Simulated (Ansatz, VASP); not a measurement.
## One calculation of NbCrC3, two programs

```
CELL_PARAMETERS angstrom
3.72330 0.00000 0.00000
0.00000 3.72330 0.00000
0.00000 0.00000 3.72330
ATOMIC_POSITIONS crystal
Nb 0.00000 0.00000 0.00000
Cr 0.50000 0.50000 0.50000
C 0.00000 0.50000 0.50000
C 0.50000 0.00000 0.50000
C 0.50000 0.50000 0.00000
```

Change from the starting cell: species swapped into the CdCo3N type (Pm-3m, No. 221).

Alike in both runs: task relaxation of cell and atoms; functional PBE; k mesh 10 × 10 × 10; occupations gaussian, width 0.1 eV; no spin polarisation.

|  | VASP | Ansatz |
| --- | --- | --- |
| version | VASP 6.6.1 | Ansatz 0.2.0 |
| potentials or method | VASP PAW PBE potentials, release 64 (Nb_sv, Cr_pv, C), cutoff 600 eV | scalar-relativistic, plane waves, PAW |
| valence electrons in the cell | 37 | 39 |

```csv
,VASP,Ansatz,Ansatz less VASP
"gap on the k mesh at the Fermi level, each at its own relaxed structure (eV)",none,none,-
relaxed volume (Å³/atom),10.31,10.32,+0.015
relaxed cell length with the largest relative difference (Å),3.721,3.723,+0.0018
```

A gap of «none» marks a metal or a gap that the smearing closes. VASP's potentials hold 37 valence electrons a cell and Ansatz's 39, so a difference there can come from the potentials and not from the codes.
